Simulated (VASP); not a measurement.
A run of VASP 6.6.1 is set up as follows.

File INCAR:

```
SYSTEM = Pt
  PREC = Accurate
  ENCUT = 520
  EDIFF = 1E-7
  ISMEAR = -1
  SIGMA = 0.1
  LREAL = .FALSE.
  LASPH = .TRUE.
  NELM = 60
  ALGO = Normal
  ISIF = 2
  LWAVE = .FALSE.
  LCHARG = .FALSE.
  GGA = PS
  NBANDS = 11
```

The input KPOINTS:

```
Automatic mesh
0
G
  17 17 17
  0 0 0
```

File POSCAR:

```
Pt
1.0
    0.0000000000      1.9198320203      1.9198320203
    1.9198320203      0.0000000000      1.9198320203
    1.9198320203      1.9198320203      0.0000000000
Pt
1
Direct
    0.0000000000      0.0000000000      0.0000000000
```

Potentials or basis: VASP PAW PBE potentials, release 64 (Pt).

Launch:

```sh
$ cat potpaw_PBE.64/Pt/POTCAR > POTCAR
$ mpirun -np 1 vasp_std > vasp.out
```

Task: What does it give for the pressure?

Result: 20.5 GPa.

Task: Estimate the band gap on the k mesh.

Result: Zero (band 5 reaches 12.89 eV, above the bottom of band 6 at 10.45 eV).

Caveat: the PAW data sets were made with another functional, which shifts forces and pressure a little; spin-orbit coupling is left out, which moves the levels of the heavy elements.
